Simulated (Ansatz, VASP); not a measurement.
## One calculation of KCl, two programs

INCAR

```
SYSTEM = KCl
ALGO = Normal
EDIFF = 1E-6
ENCUT = 520
GGA = PE
ISIF = 2
ISMEAR = -1
LASPH = .True.
LCHARG = .True.
LELF = .True.
LREAL = .False.
LVHAR = .True.
LWAVE = .False.
NBANDS = 15
NELM = 80
PREC = Accurate
SIGMA = 0.02
```

KPOINTS

```
k-points
0
Gamma
  7 7 7
  0 0 0
```

The input POSCAR:

```
KCl
1.0
    3.6340000000     -0.0363400000     -0.0363400000
   -0.0363400000      3.6340000000     -0.0363400000
   -0.0363400000     -0.0363400000      3.6340000000
K Cl
1 1
Direct
    0.0000000000      0.0000000000      0.0000000000
    0.5000000000      0.5000000000      0.5000000000
```

Input for Ansatz:

```yaml
crystal:
  lattice:
    - [3.634, -0.03634, -0.03634]
    - [-0.03634, 3.634, -0.03634]
    - [-0.03634, -0.03634, 3.634]
  atoms:
    - { symbol: K, position: [0.0, 0.0, 0.0] }
    - { symbol: Cl, position: [0.5, 0.5, 0.5] }
kpoints:
  mp_grid: { grid: [7, 7, 7] }
  band_path:
    path:
      - [0.0, 0.0, 0.0]
      - [0.5, 0.0, 0.0]
      - [0.5, -0.5, 0.5]
      - [0.4804921086, -0.5195078914, 0.4804921086]
      - [0.4804921086, 0.4804921086, 0.4804921086]
      - [0.0, 0.0, 0.0]
      - [0.5, -0.5, 0.0]
    npoints: 5
scf:
  occupations: { method: fermi_dirac, width: 0.02 }
hamiltonian:
  xc: pbe
  pseudopotentials: { kind: all_electron, lapw: { basis_error: 0.0005 } }
output:
  forces: true
  stress: true
  eigenvalues: true
```

Change from the starting cell: equal xy, yz and zx shear strains of -2 %.

Alike in both runs: task single point; functional PBE; k mesh 7 × 7 × 7; occupations fermi-dirac, width 0.02 eV; no spin polarisation.

|  | VASP | Ansatz |
| --- | --- | --- |
| version | VASP 6.6.1 | Ansatz 0.2.0 |
| potentials or method | VASP PAW PBE potentials, release 64 (K_sv, Cl), cutoff 520 eV | all-electron LAPW, scalar-relativistic |

|  | VASP | Ansatz | Ansatz less VASP |
| --- | --- | --- | --- |
| gap on the k mesh at the Fermi level (eV) | 5.61 | 5.61 | +0.002 |
| pressure (GPa) | 4.6 | 4.5 | -0.07 |
| traceless stress, the component that is largest in VASP (GPa) | 0.36 | 0.35 | -0.008 |

Ansatz ran all-electron here, and VASP with PAW potentials.
